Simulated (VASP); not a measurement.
A run of VASP 6.6.1:

The input INCAR:

```
  PREC = Accurate
  ENCUT = 520
  EDIFF = 1E-6
  ISMEAR = -1
  SIGMA = 0.05
  LREAL = F
  LASPH = T
  NELM = 80
  ALGO = Normal
  ISIF = 2
  LWAVE = F
  LCHARG = F
  GGA = PE
  NBANDS = 14
```

Contents of KPOINTS:

```
Automatic mesh
0
Gamma
  10 10 6
```

POSCAR

```
Li
1.0
    2.8100210103      0.0000000000      0.0000000000
   -1.4050105052      2.4335495801      0.0000000000
    0.0000000000      0.0000000000      8.8616707004
Li
4
Direct
    0.0000000000      0.0000000000      0.0000000000
    0.0000000000      0.0000000000      0.5000000000
    0.3333333333      0.6666666667      0.2500000000
    0.6666666667      0.3333333333      0.7500000000
```

Potentials or basis: VASP PAW PBE potentials, release 64 (Li_sv).

Launch:

```console
$ cat potpaw_PBE.64/Li_sv/POTCAR > POTCAR
$ mpirun -np 1 vasp_std > vasp.out
```

Hardware: 1 thread of Intel Xeon 8259CL, on a shared host.

Question: Estimate the wall time of this run.

Answer: Wall time 64 s on 1 thread of Intel Xeon 8259CL (shared host), peak memory 0.19 GiB. Counts: scf iterations 12, k points 56.
